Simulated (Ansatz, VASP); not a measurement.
## Two plane-wave programs on CdTe

```
Cd Te
1.0
     0.00000    3.24114    3.24114
     3.24114    0.00000    3.24114
     3.24114    3.24114    0.00000
Cd Te
1 1
Direct
  0.00000 0.00000 0.00000
  0.25000 0.25000 0.25000
```

Alike in both runs: task single point; functional PBE; k mesh 10 × 10 × 10; occupations gaussian, width 0.02 eV; no spin polarisation.

|  | VASP | Ansatz |
| --- | --- | --- |
| version | VASP 6.6.1 | Ansatz 0.2.0 |
| potentials or method | VASP PAW PBE potentials, release 64 (Cd, Te), cutoff 520 eV | scalar-relativistic, plane waves, PAW |
| valence electrons in the cell | 18 | 36 |

```tsv
	VASP	Ansatz	Ansatz less VASP
gap on the k mesh at the Fermi level (eV)	0.77	0.77	+0.001
least direct gap on the mesh (eV)	0.77	0.77	+0.001
pressure (GPa)	2.7	2.5	-0.14
```

With one functional, cell and mesh, what is left measures potentials, basis and numerics. VASP's potentials hold 18 valence electrons a cell and Ansatz's 36, so a difference there can come from the potentials and not from the codes.

Neither program's run includes spin-orbit coupling.
